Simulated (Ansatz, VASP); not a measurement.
## CuGe in VASP and in Ansatz

```
Cu Ge
1.0
     2.06983   -4.86794    0.00000
     2.06983    4.86794    0.00000
     0.00000    0.00000    3.52638
Cu Ge
2 2
Direct
  0.64000 0.36000 0.25000
  0.36000 0.64000 0.75000
  0.93000 0.07000 0.25000
  0.07000 0.93000 0.75000
```

Alike in both runs: task single point; functional PBE; k mesh 6 × 6 × 6; occupations gaussian, width 0.1 eV; no spin polarisation.

```csv
,VASP,Ansatz
version,VASP 6.6.1,Ansatz 0.2.0
potentials or method,"VASP PAW PBE potentials, release 64 (Cu, Ge_d), cutoff 520 eV","scalar-relativistic, plane waves, PAW"
valence electrons in the cell,50,66
```

|  | VASP | Ansatz | Ansatz less VASP |
| --- | --- | --- | --- |
| gap on the k mesh at the Fermi level (eV) | none | none | - |
| pressure (GPa) | 1.9 | 1.9 | 0.00 |
| traceless stress, the component that is largest in VASP (GPa) | 14.11 | 14.14 | +0.029 |
| rms of the force components (eV/Å) | 1.601 | 1.610 | +0.0085 |

Atom by atom the forces differ by 0.009 eV/Å (rms over components). A gap of «none» marks a metal or a gap that the smearing closes. VASP's potentials hold 50 valence electrons a cell and Ansatz's 66, so a difference there can come from the potentials and not from the codes.
